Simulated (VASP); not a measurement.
# HfF2 (Cmcm) in VASP: single point with r2SCAN

Aim: the single point of HfF2 with r2SCAN.

Everything below comes from runs of VASP 6.6.1. Logs are shortened: lines on timing, memory, paths and dates and some standing lists are left out, and cuts for length are marked.

**1. The cell of the first run**

Symmetry: Cmcm, No. 63, orthorhombic system. The conventional cell has a = 3.512 Å, b = 14.270 Å, c = 2.948 Å, α = 90.00°, β = 90.00°, γ = 90.00°. F (site symmetry m2m) has 6 F at 2.32 to 2.95 Å and 6 Hf at 2.34 to 3.04 Å within 3.1 Å. Within 2.9 Å of F (site symmetry m2m) lie 2 Hf at 2.18 Å and 6 F at 2.32 to 2.77 Å. Hf (site symmetry m2m) has 6 F at 2.18 to 2.34 Å within 2.9 Å.

**2. Single point, r2SCAN**

POSCAR reads:

```
HfF2
1.0
    3.5118131331      0.0000001287      0.0000000000
    1.7559068280     -7.1349647928      0.0000000000
    0.0000000000      0.0000000000     -2.9476304159
F Hf
4 2
Direct
    0.4301049444      0.1397901112      0.7500000000
    0.5698950556      0.8602098888      0.2500000000
    0.6952890656      0.6094218687      0.7500000000
    0.3047109344      0.3905781313      0.2500000000
    0.1043491977      0.7913016047      0.7500000000
    0.8956508023      0.2086983953      0.2500000000
```

INCAR.step1 reads:

```
ALGO = Normal
EDIFF = 1E-4
ENCUT = 520
GGA = PE
ISMEAR = 1
LASPH = T
LCHARG = F
LREAL = F
LWAVE = T
NBANDS = 33
NELM = 80
PREC = Accurate
SIGMA = 0.1005
```

INCAR.step2 reads:

```
ALGO = Normal
EDIFF = 1E-6
ENCUT = 520
ISIF = 2
ISMEAR = 1
ISTART = 1
LASPH = T
LCHARG = T
LELF = T
LMIXTAU = T
LREAL = F
LVHAR = T
LWAVE = F
METAGGA = R2SCAN
NBANDS = 33
NELM = 80
PREC = Accurate
SIGMA = 0.1005
```

KPOINTS reads:

```
k-points
0
Gamma
  6 6 5
```

Potentials or basis: VASP PAW PBE potentials, release 64 (F, Hf_pv).

Started as:

```bash
> cat potpaw_PBE.64/F/POTCAR potpaw_PBE.64/Hf_pv/POTCAR > POTCAR
> cp INCAR.step1 INCAR
> mpirun -np 1 vasp_std > vasp.out
> cp INCAR.step2 INCAR
> mpirun -np 1 vasp_std > vasp.out
```

OUTCAR:

```text
EDIFF = 1E-6
   ENCUT = 520
   ISIF = 2
   ISMEAR = 1
   ISTART = 1
   LASPH = T
   LREAL = F
   METAGGA = R2SCAN
   NELM = 80
   PREC = Accurate

 ion  position               nearest neighbor table
   1  0.430  0.140  0.750-   6 2.34   6 2.34   6 2.34   6 2.34
   2  0.570  0.860  0.250-   5 2.34   5 2.34   5 2.34   5 2.34
   3  0.695  0.609  0.750-   5 2.18   5 2.18
   4  0.305  0.391  0.250-   6 2.18   6 2.18
   5  0.104  0.791  0.750-   3 2.18   3 2.18   2 2.34   2 2.34   2 2.34   2 2.34   6 3.32   6 3.32

   6  0.896  0.209  0.250-   4 2.18   4 2.18   1 2.34   1 2.34   1 2.34   1 2.34   5 3.32   5 3.32

  LATTYP: Found a base centered orthorhombic cell.
 ALAT       =     3.5118131331
 B/A-ratio  =     4.0634080384
 C/A-ratio  =     0.8393471703

  Lattice vectors:

 A1 = (   1.7559063051,   7.1349649215,   0.0000000000)
 A2 = (   1.7559068280,  -7.1349647928,   0.0000000000)
 A3 = (   0.0000000000,   0.0000000000,  -2.9476304159)

Analysis of symmetry for initial positions (statically):
=====================================================================
 Subroutine PRICEL returns:
 Original cell was already a primitive cell.

 Routine SETGRP: Setting up the symmetry group for a
 base centered orthorhombic supercell.

 Subroutine GETGRP returns: Found  8 space group operations
 (whereof  4 operations were pure point group operations)
 out of a pool of  8 trial point group operations.

The static configuration has the point symmetry C_2h.
 The point group associated with its full space group is D_2h.

Analysis of symmetry for dynamics (positions and initial velocities):
=====================================================================
 Subroutine PRICEL returns:
 Original cell was already a primitive cell.

 Routine SETGRP: Setting up the symmetry group for a
 base centered orthorhombic supercell.

 Subroutine GETGRP returns: Found  8 space group operations
 (whereof  4 operations were pure point group operations)
 out of a pool of  8 trial point group operations.

The dynamic configuration has the point symmetry C_2h.
 The point group associated with its full space group is D_2h.

 Subroutine INISYM returns: Found  8 space group operations
 (whereof  4 operations are pure point group operations),
 and found     1 'primitive' translations
[... 96 lines left out ...]
   ICHARG =      0    charge: 1-file 2-atom 10-const
   ISPIN  =      1    spin polarized calculation?
   LNONCOLLINEAR =      F non collinear calculations
   LSORBIT =      F    spin-orbit coupling
   LASPH  =      T    aspherical Exc in radial PAW
   ENCUT  =  520.0 eV  38.22 Ry    6.18 a.u.   6.53 13.66  5.48*2*pi/ulx,y,z
   NELM   =     80;   NELMIN=  2; NELMDL=  0     # of ELM steps
   EDIFF  = 0.1E-05   stopping-criterion for ELM
   LREAL  =      F    real-space projection
   EDIFFG = 0.1E-04   stopping-criterion for IOM
   NSW    =      0    number of steps for IOM
   IBRION =     -1    ionic relax: 0-MD 1-quasi-New 2-CG
   NFREE  =      0    steps in history (QN), initial steepest desc. (CG)
   ISIF   =      2    stress and relaxation
   ISYM   =      2    0-nonsym 1-usesym 2-fastsym
   POTIM  = 0.5000    time-step for ionic-motion
   TEBEG  =    0.0;   TEEND  =   0.0 temperature during run
   PSTRESS=    0.0 pullay stress
   NELECT =      48.0000    total number of electrons
   NUPDOWN=      -1.0000    fix difference up-down
   EMIN   =  10.00;   EMAX   =-10.00  energy-range for DOS
   EFERMI =   0.00;   METHOD = LEGACY
   ISMEAR =     1;   SIGMA  =   0.10  broadening in eV -4-tet -1-fermi 0-gaus
   EFERMI_NEDOS =   21; number of points for ismear=-14 and -15
   IALGO  =     38    algorithm
   IMIX   =      4    mixing-type and parameters
     AMIX     =   0.40;   BMIX     =  1.00
     AMIX_MAG =   1.60;   BMIX_MAG =  1.00
  volume/ion in A,a.u.               =      12.31        83.07
  Fermi-wavevector in a.u.,A,eV,Ry     =   1.418044  2.679715 27.359273  2.010850
  Thomas-Fermi vector in A             =   2.539211
   LORBIT       =      0    0 simple, 1 ext, 2 COOP (PROOUT), +10 PAW based schemes
   METAGGA = R2SCAN    functional components
   LHFCALC =     F    Hartree Fock is set to
   AEXX    =    0.0000 exact exchange contribution
   IVDW    =     0    specifies the selected vdW correction
   LEPSILON=     F    determine dielectric tensor
   LRPA    =     F    only Hartree local field effects (RPA)
 non-spin polarized calculation
 Methfessel and Paxton  Order N= 1 SIGMA  =   0.10
  energy-cutoff  :      520.00
  volume of cell :       73.86
 maximum number of plane-waves:      2027
 NGX is ok and might be reduce to    28
   NGX = 13   NGY = 27   NGZ = 11

 number of electron      47.9999961 magnetization

 Free energy of the ion-electron system (eV)
  ---------------------------------------------------
  ext. energy  EPLUGINS =         0.00000000
  ---------------------------------------------------
  free energy    TOTEN  =      -118.88893356 eV

  energy without entropy =     -118.88872578  energy(sigma->0) =     -118.88886430

 E-fermi :   5.3764     XC(G=0): -11.8327

 val. band max:        5.3638261210   @ k =  -0.3333   0.1667   0.2000
 cond. band min:       5.4092113050   @ k =  -0.3333   0.3333   0.2000
 fundamental gap:      0.0453851840
 Fermi energy:         5.3763789031

 k-point     1 :       0.0000    0.0000    0.0000
  band No.  band energies     occupation
      1     -28.0752      2.00000
      2     -28.0519      2.00000
      3     -28.0424      2.00000
      4     -27.7987      2.00000
      5     -27.3705      2.00000
      6     -27.3379      2.00000
[... 853 lines left out ...]
     32       9.6989      0.00000
     33      11.0443      0.00000

 [... further k-points ...]
[... 5 lines left out ...]
  --------------------------------------------------------------------------------------
  -------------------------------------------------------------------------------------
  Total       -1.4154921     -0.7557778     -0.7924684     -0.0000000      0.0000000      0.0000000
  in kB      -30.7058957    -16.3948884    -17.1908078     -0.0000005      0.0000000      0.0000000
  external PRESSURE =     -21.4305307 kB  Pullay stress =       0.0000000 kB

 VOLUME and BASIS-vectors are now :
 -----------------------------------------------------------------------------
  energy-cutoff  :      520.00
  volume of cell :       73.86
      direct lattice vectors                 reciprocal lattice vectors
     3.511813133  0.000000129  0.000000000     0.284753190  0.070077440  0.000000000
     1.755906828 -7.134964793  0.000000000     0.000000005 -0.140154860  0.000000000
     0.000000000  0.000000000 -2.947630416     0.000000000  0.000000000 -0.339255557

 POSITION                                       TOTAL-FORCE (eV/Angst)
 -----------------------------------------------------------------------------------
      1.75591     -0.99740     -2.21072         0.000000     -0.036365      0.000000
      3.51181     -6.13757     -0.73691        -0.000000      0.036365     -0.000000
      3.51181     -4.34820     -2.21072         0.000000     -0.113170      0.000000
      1.75591     -2.78676     -0.73691        -0.000000      0.113170     -0.000000
      1.75591     -5.64591     -2.21072        -0.000000      0.040899      0.000000
      3.51181     -1.48906     -0.73691         0.000000     -0.040899     -0.000000
 -----------------------------------------------------------------------------------
    total drift:                                0.000000     -0.000000      0.000000

  FREE ENERGIE OF THE ION-ELECTRON SYSTEM (eV)
  ---------------------------------------------------
  free  energy   TOTEN  =      -118.8889335587 eV

  energy  without entropy=     -118.8887257778  energy(sigma->0) =     -118.88886430
```

OUTCAR.step1:

```text
EDIFF = 1E-4
   ENCUT = 520
   GGA = PE
   ISMEAR = 1
[... 1106 lines left out ...]
      3.51181     -4.34820     -2.21072        -0.000000      0.007470     -0.000000
      1.75591     -2.78676     -0.73691         0.000000     -0.007470      0.000000
      1.75591     -5.64591     -2.21072        -0.000000      0.082882     -0.000000
      3.51181     -1.48906     -0.73691         0.000000     -0.082882     -0.000000
 -----------------------------------------------------------------------------------
    total drift:                                0.000000     -0.000000      0.000000

  FREE ENERGIE OF THE ION-ELECTRON SYSTEM (eV)
  ---------------------------------------------------
  free  energy   TOTEN  =       -41.6542926358 eV

  energy  without entropy=      -41.6529841912  energy(sigma->0) =      -41.65385649
```

OSZICAR.step1:

```text
N       E                     dE             d eps       ncg     rms          rms(c)
DAV:   1     0.297317940597E+03    0.29732E+03   -0.28058E+04  2574   0.146E+03
DAV:   2    -0.294131584272E+02   -0.32673E+03   -0.31291E+03  3302   0.376E+02
DAV:   3    -0.453500944301E+02   -0.15937E+02   -0.15794E+02  3096   0.733E+01
DAV:   4    -0.455199224141E+02   -0.16983E+00   -0.16921E+00  3108   0.823E+00
DAV:   5    -0.455229372703E+02   -0.30149E-02   -0.30110E-02  3256   0.922E-01    0.450E+01
DAV:   6    -0.418008121441E+02    0.37221E+01   -0.12418E+01  2791   0.241E+01    0.311E+01
DAV:   7    -0.416527113180E+02    0.14810E+00   -0.13374E+00  3155   0.697E+00    0.127E+01
DAV:   8    -0.416657390474E+02   -0.13028E-01   -0.80064E-02  3216   0.175E+00    0.177E+00
DAV:   9    -0.416541514492E+02    0.11588E-01   -0.34031E-02  2837   0.110E+00    0.116E+00
DAV:  10    -0.416543899912E+02   -0.23854E-03   -0.35613E-03  3285   0.367E-01    0.620E-01
DAV:  11    -0.416542781888E+02    0.11180E-03   -0.43765E-04  2870   0.140E-01    0.836E-02
DAV:  12    -0.416542926358E+02   -0.14447E-04   -0.38762E-05  1564   0.478E-02
   1 F= -.41654293E+02 E0= -.41653856E+02  d E =-.130844E-02
```

Run time: 5.6 min. Hardware: 1 thread of AMD EPYC 7R13 (Zen 3), shared host; peak memory 0.21 GiB.

What came out:

- Free energy: -118.8889 eV
- Pressure: -2.1 GPa
- Largest force: 0.113 eV/Å
- Band gap on the k mesh: zero (band 24 reaches 5.48 eV, above the bottom of band 25 at 5.00 eV)

Forces on the atoms (eV/Å):
```
F    0.000 -0.036  0.000
F    0.000  0.036  0.000
F    0.000 -0.113  0.000
F    0.000  0.113  0.000
Hf   0.000  0.041  0.000
Hf   0.000 -0.041  0.000
```

Caveat: the k points lie up to 0.43 Å⁻¹ apart; the PAW data sets were made with another functional, which shifts forces and pressure a little; spin-orbit coupling is left out, which moves the levels of the heavy elements.
